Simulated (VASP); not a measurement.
# WS (Pm-3m) in VASP: settings compared, part 2 of 2

VASP 6.6.1. Earlier steps stand in the parts before.

### 6 Single point, LDA+U

This run uses another cell than the first one, of 13.61 Å³/atom, 1.020 times its volume.

Input file INCAR:

```
PREC     = Accurate       # precision mode
ENCUT    = 520            # plane-wave cutoff, eV
EDIFF    = 1E-6           # SCF threshold, eV
ISMEAR   = -1             # smearing method
SIGMA    = 0.05           # smearing width, eV
LREAL    = False          # projectors in reciprocal space
LASPH    = True           # aspherical terms in the spheres
NELM     = 150            # most SCF steps
ALGO     = Normal         # electronic algorithm
ISIF     = 2              # what is computed and relaxed
LWAVE    = False          # write WAVECAR
LCHARG   = False          # write CHGCAR
LMAXMIX  = 4              # l up to which the mixer works
LDAU     = True           # DFT+U
LDAUTYPE = 2            
LDAUL    = 2 -1           # shell
LDAUU    = 2 0            # U, eV
LDAUJ    = 0 0          
LDAUPRINT= 1            
GGA      = CA             # functional
NBANDS   = 17             # bands
```

Input file KPOINTS:

```
regular mesh
0
Gamma
  9 9 9
```

Input file POSCAR:

```
WS
1.0
    3.0078900000      0.0000000000      0.0000000000
    0.0000000000      3.0078900000      0.0000000000
    0.0000000000      0.0000000000      3.0078900000
W S
1 1
Direct
    0.5000000000      0.5000000000      0.5000000000
    0.0000000000      0.0000000000      0.0000000000
```

Potentials or basis: VASP PAW LDA potentials, release 64 (W_sv, S).

Command:

```sh
> cat potpaw_LDA.64/W_sv/POTCAR potpaw_LDA.64/S/POTCAR > POTCAR
> mpirun -np 1 vasp_std > vasp.out
```

OUTCAR:

```text
PREC = Accurate
   ENCUT = 520
   EDIFF = 1E-6
   ISMEAR = -1
   LREAL = False
   LASPH = True
   NELM = 150
   ISIF = 2
   GGA = CA

 ion  position               nearest neighbor table
   1  0.500  0.500  0.500-   2 2.60   2 2.60   2 2.60   2 2.60   2 2.60   2 2.60   2 2.60   2 2.60

   2  0.000  0.000  0.000-   1 2.60   1 2.60   1 2.60   1 2.60   1 2.60   1 2.60   1 2.60   1 2.60

  LATTYP: Found a simple cubic cell.
 ALAT       =     3.0078900000

  Lattice vectors:

 A1 = (   3.0078900000,   0.0000000000,   0.0000000000)
 A2 = (   0.0000000000,   3.0078900000,   0.0000000000)
 A3 = (   0.0000000000,   0.0000000000,   3.0078900000)

Analysis of symmetry for initial positions (statically):
=====================================================================
 Subroutine PRICEL returns:
 Original cell was already a primitive cell.

 Routine SETGRP: Setting up the symmetry group for a
 simple cubic supercell.

 Subroutine GETGRP returns: Found 48 space group operations
 (whereof 48 operations were pure point group operations)
 out of a pool of 48 trial point group operations.

The static configuration has the point symmetry O_h .

Analysis of symmetry for dynamics (positions and initial velocities):
=====================================================================
[... 174 lines left out ...]
  o =  0.3201  v =  0.0000  0.0885 -0.0000  0.9961 -0.0000  0.0000  0.0000  0.0000  0.0000  0.0000      0.0000  0.0000  0.0000  0.0000  0.0000  0.0000  0.0000  0.0000  0.0000  0.0000
  o =  0.3201  v =  0.0000  0.0000  0.0000  0.0000  0.0000  0.0000  0.0885 -0.0000  0.9961 -0.0000      0.0000  0.0000  0.0000  0.0000  0.0000  0.0000  0.0000  0.0000  0.0000  0.0000
  o =  0.3201  v =  0.0000  0.9961  0.0000 -0.0885 -0.0000  0.0000  0.0000  0.0000  0.0000  0.0000      0.0000  0.0000  0.0000  0.0000  0.0000  0.0000  0.0000  0.0000  0.0000  0.0000
  o =  0.3201  v =  0.0000  0.0000  0.0000  0.0000  0.0000  0.0000  0.9961  0.0000 -0.0885 -0.0000      0.0000  0.0000  0.0000  0.0000  0.0000  0.0000  0.0000  0.0000  0.0000  0.0000
  o =  0.3201  v =  1.0000  0.0000  0.0000  0.0000  0.0000  0.0000  0.0000  0.0000  0.0000  0.0000      0.0000  0.0000  0.0000  0.0000  0.0000  0.0000  0.0000  0.0000  0.0000  0.0000
  o =  0.3201  v =  0.0000  0.0000  0.0000  0.0000  0.0000  1.0000  0.0000  0.0000  0.0000  0.0000      0.0000  0.0000  0.0000  0.0000  0.0000  0.0000  0.0000  0.0000  0.0000  0.0000
  o =  0.3985  v =  0.0000  0.0000  0.0000  0.0000  0.0000  0.0000  0.0000 -1.0000 -0.0000 -0.0047      0.0000  0.0000  0.0000  0.0000  0.0000  0.0000  0.0000  0.0000  0.0000  0.0000
  o =  0.3985  v =  0.0000  0.0000 -1.0000 -0.0000 -0.0047  0.0000  0.0000  0.0000  0.0000  0.0000      0.0000  0.0000  0.0000  0.0000  0.0000  0.0000  0.0000  0.0000  0.0000  0.0000
  o =  0.3985  v =  0.0000  0.0000  0.0000  0.0000  0.0000  0.0000  0.0000 -0.0047  0.0000  1.0000      0.0000  0.0000  0.0000  0.0000  0.0000  0.0000  0.0000  0.0000  0.0000  0.0000
  o =  0.3985  v =  0.0000  0.0000 -0.0047  0.0000  1.0000  0.0000  0.0000  0.0000  0.0000  0.0000      0.0000  0.0000  0.0000  0.0000  0.0000  0.0000  0.0000  0.0000  0.0000  0.0000

 number of electron      19.9999996 magnetization

 Free energy of the ion-electron system (eV)
  ---------------------------------------------------
  ext. energy  EPLUGINS =         0.00000000
  ---------------------------------------------------
  free energy    TOTEN  =       -16.52705111 eV

  energy without entropy =      -16.51375191  energy(sigma->0) =      -16.52040151

 E-fermi :  12.6369     XC(G=0): -13.4195

 val. band max:       12.6158896156   @ k =   0.3333   0.2222   0.0000
 cond. band min:      12.6616860967   @ k =   0.4444   0.4444   0.2222
 fundamental gap:      0.0457964811
 Fermi energy:        12.6368755876

 k-point     1 :       0.0000    0.0000    0.0000
  band No.  band energies     occupation
      1     -61.6356      2.00000
      2     -25.9624      2.00000
      3     -25.9624      2.00000
      4     -25.9624      2.00000
      5      -4.9309      2.00000
      6       8.0146      2.00000
[... 457 lines left out ...]
      4     -25.9424      2.00000
      5      -2.2850      2.00000
      6       4.3771      2.00000
[... 9 lines left out ...]
     16      23.4143      0.00000
     17      23.7857      0.00000

 [... further k-points ...]
[... 5 lines left out ...]
  --------------------------------------------------------------------------------------
  -------------------------------------------------------------------------------------
  Total       -1.3109364     -1.3109364     -1.3109364      0.0000000      0.0000000      0.0000000
  in kB      -77.1802826    -77.1802826    -77.1802826      0.0000000      0.0000000      0.0000000
  external PRESSURE =     -77.1802826 kB  Pullay stress =       0.0000000 kB

 VOLUME and BASIS-vectors are now :
 -----------------------------------------------------------------------------
  energy-cutoff  :      520.00
  volume of cell :       27.21
      direct lattice vectors                 reciprocal lattice vectors
     3.007890000  0.000000000  0.000000000     0.332458966  0.000000000  0.000000000
     0.000000000  3.007890000  0.000000000     0.000000000  0.332458966  0.000000000
     0.000000000  0.000000000  3.007890000     0.000000000  0.000000000  0.332458966

 POSITION                                       TOTAL-FORCE (eV/Angst)
 -----------------------------------------------------------------------------------
      1.50395      1.50395      1.50395         0.000000      0.000000      0.000000
      0.00000      0.00000      0.00000         0.000000      0.000000      0.000000
 -----------------------------------------------------------------------------------
    total drift:                                0.000000     -0.000000     -0.000000

  FREE ENERGIE OF THE ION-ELECTRON SYSTEM (eV)
  ---------------------------------------------------
  free  energy   TOTEN  =       -16.5270511124 eV

  energy  without entropy=      -16.5137519056  energy(sigma->0) =      -16.52040151
```

Wall time 6.1 s (1 thread of Intel Xeon 6975P-C, shared host); peak memory 0.14 GiB.

Results:

```yaml
Free_energy: -16.5271 eV
Pressure: -7.7 GPa
Band_gap_on_the_k_mesh: zero (band 10 reaches 14.50 eV, above the bottom of band 11 at 11.98 eV)
```

Levels at points of the mesh, in eV from the Fermi level:
```
           k point  band 6  band 7  band 8  band 9  band 10  band 11  band 12  band 13  band 14  band 15
(0.00, 0.00, 0.00)   -4.62   -4.62   -2.88   -2.88    -2.88     1.22     1.22     1.22     2.24     9.59
```

Eigenvalues of the final occupation matrices:
```tsv
site	spin	trace	eigenvalues
site 1 d	1	1.76	0.32 0.32 0.32 0.40 0.40
site 1 d	2	1.76	0.32 0.32 0.32 0.40 0.40
```

Caveat: spin-orbit coupling is left out, which moves the levels of the heavy elements; U without spin polarisation on a metal has little footing.

### 7 The runs side by side

| level | potentials or basis | U | cell | k mesh | smearing | gap on the mesh (eV) | pressure (GPa) |
| --- | --- | --- | --- | --- | --- | --- | --- |
| PBE | VASP PAW PBE potentials, release 64 (W_sv, S) | - | a = 2.988 Å, 2 atoms | 9 × 9 × 9 | fermi-dirac 0.05 eV | none | 6.0 |
| PBE | VASP PAW PBE potentials, release 64 (W_sv, S) | - | a = 3.008 Å, 2 atoms | 5 × 5 × 5 | fermi-dirac 0.03 eV | none | 0.5 |
| LDA | VASP PAW LDA potentials, release 64 (W_sv, S) | - | a = 3.008 Å, 2 atoms | 9 × 9 × 9 | fermi-dirac 0.05 eV | none | -10.4 |
| LDA+U | VASP PAW LDA potentials, release 64 (W_sv, S) | W d U = 1.0 eV | a = 3.008 Å, 2 atoms | 9 × 9 × 9 | fermi-dirac 0.05 eV | none | -9.0 |
| LDA+U | VASP PAW LDA potentials, release 64 (W_sv, S) | W d U = 2.0 eV | a = 3.008 Å, 2 atoms | 9 × 9 × 9 | fermi-dirac 0.05 eV | none | -7.7 |

Alike in all rows: task single point; no spin polarisation; cutoff (eV) 520.

Caveats: some runs use coarse meshes; spin-orbit coupling is left out, which moves the levels of the heavy elements; U without spin polarisation on a metal has little footing (some runs).

Total energies depend on the potentials used, so only differences within one code and one set of settings carry meaning.
